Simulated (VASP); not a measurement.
# SnSe (R-3m) in VASP: single point with r2SCAN

Aim: the single point of SnSe with r2SCAN.

Program: VASP 6.6.1. These are calculated values, not measurements. Logs are shortened: lines on timing, memory, paths and dates and some standing lists are left out, and cuts for length are marked.

## Step 1: The cell of the first run

The structure is trigonal, space group R-3m (No. 166). Conventional cell: a = 4.373 Å, b = 4.373 Å, c = 10.064 Å, α = 90.00°, β = 90.00°, γ = 120.00°. Within 4.0 Å of Sn (site symmetry -3m) lie 6 Se at 3.03 Å. Within 4.0 Å of Se (site symmetry -3m) lie 6 Sn at 3.03 Å.

## Step 2: Single point, r2SCAN, non-collinear spin, zero start, spin-orbit coupling (epitaxial 111 strain +3.0%)

File POSCAR:

```
SnSe
1.0
   -0.1245763498      2.9676001985      2.9676001985
    2.9676001985     -0.1245763498      2.9676001985
    2.9676001985      2.9676001985     -0.1245763498
Sn Se
1 1
Direct
    0.0000000000      0.0000000000      0.0000000000
    0.5000000000      0.5000000000      0.5000000000
```

File INCAR.step1:

```
PREC     = Accurate       # precision mode
ENCUT    = 520            # plane-wave cutoff, eV
ISMEAR   = -1             # smearing method
SIGMA    = 0.02           # smearing width, eV
LREAL    = F              # projectors in reciprocal space
LASPH    = T              # aspherical terms in the spheres
NELM     = 150            # most SCF steps
MAGMOM   = 0 0 0 0 0 0    # initial moments
LSORBIT  = T              # spin-orbit coupling
GGA_COMPAT= F            
NBANDS   = 32             # bands
GGA      = PE             # functional
ALGO     = Normal         # electronic algorithm
EDIFF    = 1E-4           # SCF threshold, eV
LWAVE    = T              # write WAVECAR
LCHARG   = F              # write CHGCAR
```

File INCAR.step2:

```
PREC     = Accurate       # precision mode
ENCUT    = 520            # plane-wave cutoff, eV
EDIFF    = 1E-6           # SCF threshold, eV
ISMEAR   = -1             # smearing method
SIGMA    = 0.02           # smearing width, eV
LREAL    = F              # projectors in reciprocal space
LASPH    = T              # aspherical terms in the spheres
NELM     = 150            # most SCF steps
ALGO     = Normal         # electronic algorithm
ISIF     = 2              # what is computed and relaxed
LWAVE    = F              # write WAVECAR
LCHARG   = F              # write CHGCAR
MAGMOM   = 0 0 0 0 0 0    # initial moments
LORBIT   = 11             # projections on sites
LSORBIT  = T              # spin-orbit coupling
GGA_COMPAT= F            
LORBMOM  = T            
METAGGA  = R2SCAN         # meta-GGA
LMIXTAU  = T            
NBANDS   = 32             # bands
ISTART   = 1
```

File KPOINTS:

```
regular mesh
0
Gamma
  8 8 8
```

Potentials or basis: VASP PAW PBE potentials, release 64 (Sn_d, Se).

Started as:

```console
$ cat potpaw_PBE.64/Sn_d/POTCAR potpaw_PBE.64/Se/POTCAR > POTCAR
$ cp INCAR.step1 INCAR
$ mpirun -np 1 vasp_ncl > vasp.out
$ cp INCAR.step2 INCAR
$ mpirun -np 1 vasp_ncl > vasp.out
```

OUTCAR:

```text
PREC = Accurate
   ENCUT = 520
   EDIFF = 1E-6
   ISMEAR = -1
   LREAL = F
   LASPH = T
   NELM = 150
   ISIF = 2
   LORBIT = 11
   LSORBIT = T
   METAGGA = R2SCAN
   ISTART = 1

 ion  position               nearest neighbor table
   1  0.000  0.000  0.000-   2 3.03   2 3.03   2 3.03   2 3.03   2 3.03   2 3.03
   2  0.500  0.500  0.500-   1 3.03   1 3.03   1 3.03   1 3.03   1 3.03   1 3.03

  LATTYP: Found a trigonal (rhomboedric) cell.
 ALAT       =     4.1986689728
 COS(alpha) =     0.4576179696

  Lattice vectors:

 A1 = (  -0.1245763498,   2.9676001985,   2.9676001985)
 A2 = (   2.9676001985,  -0.1245763498,   2.9676001985)
 A3 = (   2.9676001985,   2.9676001985,  -0.1245763498)

Analysis of symmetry for initial positions (statically):
=====================================================================
 Subroutine PRICEL returns:
 Original cell was already a primitive cell.

 Routine SETGRP: Setting up the symmetry group for a
 trigonal (rhombohedral) supercell.

 Subroutine GETGRP returns: Found 12 space group operations
 (whereof 12 operations were pure point group operations)
 out of a pool of 12 trial point group operations.

The static configuration has the point symmetry D_3d.

Analysis of symmetry for dynamics (positions and initial velocities):
=====================================================================
 Subroutine PRICEL returns:
 Original cell was already a primitive cell.

 Routine SETGRP: Setting up the symmetry group for a
 trigonal (rhombohedral) supercell.

 Subroutine GETGRP returns: Found 12 space group operations
 (whereof 12 operations were pure point group operations)
 out of a pool of 12 trial point group operations.

The dynamic configuration has the point symmetry D_3d.

Analysis of structural, dynamic, and magnetic symmetry:
=====================================================================
 Subroutine PRICEL returns:
 Original cell was already a primitive cell.

 Routine SETGRP: Setting up the symmetry group for a
 trigonal (rhombohedral) supercell.

 Subroutine GETGRP returns: Found 12 space group operations
 (whereof 12 operations were pure point group operations)
 out of a pool of 12 trial point group operations.

The overall configuration has the point symmetry D_3d.

 Subroutine INISYM returns: Found 12 space group operations
 (whereof 12 operations are pure point group operations),
 and found     1 'primitive' translations

----------------------------------------------------------------------------------------

                                     Primitive cell

  volume of cell :      55.5586

  direct lattice vectors                    reciprocal lattice vectors
    -0.124576350  2.967600199  2.967600199    -0.158231682  0.165165118  0.165165118
     2.967600199 -0.124576350  2.967600199     0.165165118 -0.158231682  0.165165118
     2.967600199  2.967600199 -0.124576350     0.165165118  0.165165118 -0.158231682

  length of vectors
     4.198668973  4.198668973  4.198668973     0.282128158  0.282128158  0.282128158

  position of ions in fractional coordinates (direct lattice)
     0.000000000  0.000000000  0.000000000
     0.500000000  0.500000000  0.500000000

  ion indices of the primitive-cell ions
   primitive index   ion index
                 1           1
                 2           2

----------------------------------------------------------------------------------------

 KPOINTS: regular mesh

Automatic generation of k-mesh.
 Grid dimensions read from file:
 generate k-points for:    8    8    8

 Generating k-lattice:

[... 96 lines left out ...]

 number of electron      19.9999996 magnetization      -0.0000000      0.0000000      0.0000000

 number of electron      19.9999996 magnetization       0.0000000      0.0000000      0.0000000

 number of electron      19.9999996 magnetization      -0.0000000     -0.0000000     -0.0000000

 number of electron      19.9999996 magnetization      -0.0000000      0.0000000     -0.0000000

 Free energy of the ion-electron system (eV)
  ---------------------------------------------------
  ext. energy  EPLUGINS =         0.00000000
  ---------------------------------------------------
  free energy    TOTEN  =       -39.91921356 eV

  energy without entropy =      -39.91906119  energy(sigma->0) =      -39.91913738

 E-fermi :   5.5428     XC(G=0): -10.1010

 val. band max:        5.5079397328   @ k =   0.5000   0.0000   0.0000
 cond. band min:       5.5470784390   @ k =   0.5000   0.5000   0.5000
 fundamental gap:      0.0391387062
 Fermi energy:         5.5428014005

 k-point     1 :       0.0000    0.0000    0.0000
  band No.  band energies     occupation
      1     -17.6798      1.00000
      2     -17.6798      1.00000
      3     -17.6737      1.00000
      4     -17.6737      1.00000
      5     -16.6381      1.00000
      6     -16.6381      1.00000
[... 829 lines left out ...]
     31      15.3212      0.00000
     32      15.3212      0.00000

 [... further k-points ...]

------------------------ aborting loop because EDIFF is reached ----------------------------------------

  FORCE on cell =-STRESS in cart. coord.  units (eV):
  Direction    XX          YY          ZZ          XY          YZ          ZX
  --------------------------------------------------------------------------------------
  -------------------------------------------------------------------------------------
  Total       -0.3922753     -0.3922753     -0.3922753      0.2556637      0.2556637      0.2556637
  in kB      -11.3122807    -11.3122807    -11.3122807      7.3727285      7.3727285      7.3727285
  external PRESSURE =     -11.3122807 kB  Pullay stress =       0.0000000 kB

 VOLUME and BASIS-vectors are now :
 -----------------------------------------------------------------------------
  energy-cutoff  :      520.00
  volume of cell :       55.56
      direct lattice vectors                 reciprocal lattice vectors
    -0.124576350  2.967600199  2.967600199    -0.158231682  0.165165118  0.165165118
     2.967600199 -0.124576350  2.967600199     0.165165118 -0.158231682  0.165165118
     2.967600199  2.967600199 -0.124576350     0.165165118  0.165165118 -0.158231682

 POSITION                                       TOTAL-FORCE (eV/Angst)
 -----------------------------------------------------------------------------------
      0.00000      0.00000      0.00000        -0.000000      0.000000      0.000000
      2.90531      2.90531      2.90531         0.000000     -0.000000     -0.000000
 -----------------------------------------------------------------------------------
    total drift:                                0.000000     -0.000000     -0.000000

  FREE ENERGIE OF THE ION-ELECTRON SYSTEM (eV)
  ---------------------------------------------------
  free  energy   TOTEN  =       -39.9192135617 eV

  energy  without entropy=      -39.9190611942  energy(sigma->0) =      -39.91913738

 orbital moment (x)

 # of ion     p       d       tot
 ----------------------------------------
  1         0.000   0.000   0.000
  2         0.000   0.000   0.000
 ----------------------------------------
            0.000   0.000   0.000

 orbital moment (y)

 # of ion     p       d       tot
 ----------------------------------------
  1        -0.000  -0.000  -0.000
  2        -0.000  -0.000  -0.000
 ----------------------------------------
           -0.000  -0.000  -0.000

 orbital moment (z)

 # of ion     p       d       tot
 ----------------------------------------
  1         0.000  -0.000  -0.000
  2         0.000  -0.000  -0.000
 ----------------------------------------
            0.000  -0.000  -0.000

 Spin-Orbit-Coupling matrix elements

 Ion:    1  E_soc:     -0.0821948
 l=   1
     0.0000000    -0.0077406    -0.0077406
    -0.0077406     0.0000000    -0.0077406
    -0.0077406    -0.0077406     0.0000000
 l=   2
     0.0000000    -0.0011893     0.0000000    -0.0011893    -0.0047692
    -0.0011893     0.0000000    -0.0035769    -0.0011893    -0.0011923
     0.0000000    -0.0035769     0.0000000    -0.0035769     0.0000000
    -0.0011893    -0.0011893    -0.0035769     0.0000000    -0.0011923
    -0.0047692    -0.0011923     0.0000000    -0.0011923     0.0000000
 l=   3
     0.0000000     0.0000000     0.0000000     0.0000000     0.0000000     0.0000000     0.0000000
     0.0000000     0.0000000     0.0000000     0.0000000     0.0000000     0.0000000     0.0000000
     0.0000000     0.0000000     0.0000000     0.0000000     0.0000000     0.0000000     0.0000000
     0.0000000     0.0000000     0.0000000     0.0000000     0.0000000     0.0000000     0.0000000
     0.0000000     0.0000000     0.0000000     0.0000000     0.0000000     0.0000000     0.0000000
     0.0000000     0.0000000     0.0000000     0.0000000     0.0000000     0.0000000     0.0000000
     0.0000000     0.0000000     0.0000000     0.0000000     0.0000000     0.0000000     0.0000000

 Ion:    2  E_soc:     -0.0403626
 l=   1
     0.0000000    -0.0067351    -0.0067351
    -0.0067351     0.0000000    -0.0067351
    -0.0067351    -0.0067351     0.0000000
 l=   2
     0.0000000    -0.0000013     0.0000000    -0.0000013     0.0000093
    -0.0000013     0.0000000     0.0000070    -0.0000013     0.0000023
     0.0000000     0.0000070     0.0000000     0.0000070     0.0000000
    -0.0000013    -0.0000013     0.0000070     0.0000000     0.0000023
     0.0000093     0.0000023     0.0000000     0.0000023     0.0000000
 l=   3
     0.0000000     0.0000000     0.0000000     0.0000000     0.0000000     0.0000000     0.0000000
     0.0000000     0.0000000     0.0000000     0.0000000     0.0000000     0.0000000     0.0000000
     0.0000000     0.0000000     0.0000000     0.0000000     0.0000000     0.0000000     0.0000000
     0.0000000     0.0000000     0.0000000     0.0000000     0.0000000     0.0000000     0.0000000
     0.0000000     0.0000000     0.0000000     0.0000000     0.0000000     0.0000000     0.0000000
     0.0000000     0.0000000     0.0000000     0.0000000     0.0000000     0.0000000     0.0000000
     0.0000000     0.0000000     0.0000000     0.0000000     0.0000000     0.0000000     0.0000000

 total charge

# of ion       s       p       d       tot
------------------------------------------
    1        1.370   0.662   9.984  12.016
    2        1.472   2.339   0.025   3.836
--------------------------------------------------
tot          2.843   3.001  10.008  15.852

 magnetization (x)

# of ion       s       p       d       tot
------------------------------------------
    1       -0.000   0.000   0.000  -0.000
    2       -0.000  -0.000   0.000  -0.000
--------------------------------------------------
tot         -0.000   0.000   0.000  -0.000

 magnetization (y)

# of ion       s       p       d       tot
------------------------------------------
    1        0.000   0.000   0.000   0.000
    2        0.000   0.000   0.000   0.000
--------------------------------------------------
tot          0.000   0.000   0.000   0.000

 magnetization (z)

# of ion       s       p       d       tot
------------------------------------------
    1        0.000  -0.000   0.000  -0.000
    2        0.000  -0.000   0.000   0.000
--------------------------------------------------
tot          0.000  -0.000   0.000  -0.000
```

Wall time 8.8 min (1 thread of AMD EPYC 9R45 (Zen 5), shared host); peak memory 0.44 GiB.

What came out:

* Free energy: -39.9192 eV
* Pressure: -1.1 GPa
* Net moment: 0.00 μB per cell
* Valence electrons inside the program's atomic spheres: Sn 12.02; Se 3.84

Stress tensor (GPa, compression positive):
```
-1.13  0.74  0.74
 0.74 -1.13  0.74
 0.74  0.74 -1.13
```

Moments on the atoms (μB; x, y, z):
```
Sn  0.00 0.00 0.00
Se  0.00 0.00 0.00
```

Caveat: the cell differs from its parent crystal (epitaxial 111 strain +3.0%); the structure was generated, so it needn't be the stable form of SnSe; the PAW data sets were made with another functional, which shifts forces and pressure a little.
